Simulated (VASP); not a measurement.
A run of VASP 6.6.1 is set up as follows.

File INCAR:

```
SYSTEM = SiNi
PREC = Accurate ; ENCUT = 600
EDIFF = 1E-6 ; ISMEAR = -1
SIGMA = 0.08 ; LREAL = .False.
LASPH = .True. ; NELM = 120
ALGO = Normal ; ISIF = 2
LWAVE = .False. ; LCHARG = .False.
NBANDS = 14 ; GGA_COMPAT = .False.
```

KPOINTS

```
Automatic mesh
0
Gamma
  16 16 16
  0 0 0
```

POSCAR

```
SiNi
1.0
    0.0000000000      2.2245375381      2.2245375381
    2.2245375381      0.0000000000      2.2245375381
    2.2245375381      2.2245375381      0.0000000000
Ni Si
1 1
Direct
    0.0000000000      0.0000000000      0.0000000000
    0.5000000000      0.5000000000      0.5000000000
```

Potentials or basis: VASP PAW LDA potentials, release 64 (Ni, Si).

The run is started by

```bash
$ cat potpaw_LDA.64/Ni/POTCAR potpaw_LDA.64/Si/POTCAR > POTCAR
$ mpirun -np 1 vasp_std > vasp.out
```

**Question.** Predict the band gap on the k mesh.

**Answer.** Zero (band 7 reaches 16.49 eV, above the bottom of band 8 at 10.33 eV).

**Question.** What does it give for the pressure?

**Answer.** 28.6 GPa.

 Spin polarisation is off, so any magnetic state and its effect on volume and gap are missing.
